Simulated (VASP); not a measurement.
Runs of VASP 6.6.1 on BeTe. The structure is that of space group F-43m (No. 216), or close to it. The cells are those of the table. 

```tsv
task	cell	cutoff (eV)	gap on the mesh (eV)	pressure (GPa)
single point	a = 3.873 Å, angles 60.0°, 2 atoms	520	2.11	7.2
single point	a = 3.830 Å, angles 60.0°, 2 atoms	520	(b)	10.3
relaxation of cell and atoms	relaxed to 2 GPa from a = 4.000 Å, angles 60.0°, 2 atoms	600	2.30	2.0
relaxation of cell and atoms	relaxed to 10 GPa from a = 4.000 Å, angles 60.0°, 2 atoms	600	(a)	10.0
relaxation of cell and atoms	relaxed to 7 GPa from a = 4.000 Å, angles 60.0°, 2 atoms	600	2.12	7.0
```

Alike in all rows: level r2SCAN; potentials or basis VASP PAW PBE potentials, release 64 (Be, Te); no spin polarisation; k mesh 8 × 8 × 8; smearing gaussian 0.01 eV.

**Question.** Fill in the values left out.

**Answer.** (a) 2.02; (b) 2.01.

Caveats: the PAW data sets were made with another functional, which shifts forces and pressure a little; spin-orbit coupling is left out, which moves the levels of the heavy elements; the cell is relaxed towards a set pressure, so the enthalpy falls and the energy may rise (some runs).

A k mesh can miss the band edges, and the runs leave out spin-orbit coupling on Te.
